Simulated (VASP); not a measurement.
Wanted: the native input for a VASP 6.6.1 run.

```yaml
Task: relaxation of the atoms
Functional: PBE
Potentials_or_basis: VASP PAW PBE potentials, release 64 (Al, N)
Cutoff: 520 eV
k_mesh: 12 × 12 × 6
Occupations: gaussian, width 0.02 eV
Spin: no spin polarisation
Dipole_correction: no
Further_INCAR_settings: ALGO = Normal; EDIFF = 1e-06; IBRION = 2; EDIFFG = -0.008; NSW = 60
```

The structure of AlN lies in POSCAR:

```
AlN
1.0
    3.2241146724      0.0000000000      0.0000000000
   -1.6120573362      2.7921652110      0.0000000000
    0.0000000000      0.0000000000      5.1685846222
Al N
2 2
Direct
    0.6666666667      0.3333333333      0.4993721933
    0.3333333333      0.6666666667      0.9993721933
    0.6666666667      0.3333333333      0.8806278067
    0.3333333333      0.6666666667      0.3806278067
```

This cell differs from its parent crystal: equal strain along all axes, cell held: +3.0 %.

The input as run:

INCAR

```
SYSTEM = AlN
  PREC = Accurate
  ENCUT = 520
  EDIFF = 1E-6
  ISMEAR = 0
  SIGMA = 0.02
  LREAL = .False.
  LASPH = .True.
  NELM = 100
  ALGO = Normal
  ISIF = 2
  LWAVE = .False.
  LCHARG = .False.
  GGA = PE
  IBRION = 2
  NSW = 60
  EDIFFG = -0.008
```

KPOINTS

```
Automatic mesh
0
Gamma
  12 12 6
  0 0 0
```

Potentials or basis: VASP PAW PBE potentials, release 64 (Al, N).

Command:

```sh
$ cat potpaw_PBE.64/Al/POTCAR potpaw_PBE.64/N/POTCAR > POTCAR
$ mpirun -np 1 vasp_std > vasp.out
```

Results of the run:

- Energy gained by relaxing: 0.0 meV/atom
- Ionic steps: 2
- Pressure after relaxing: -14.7 GPa
- Band gap on the k mesh: 3.30 eV

Caveat: the cell differs from its parent crystal (equal strain along all axes, cell held: +3.0 %).

Wall time 41 s on 1 thread of Intel Xeon 8259CL, on a shared host, peak memory 0.18 GiB.
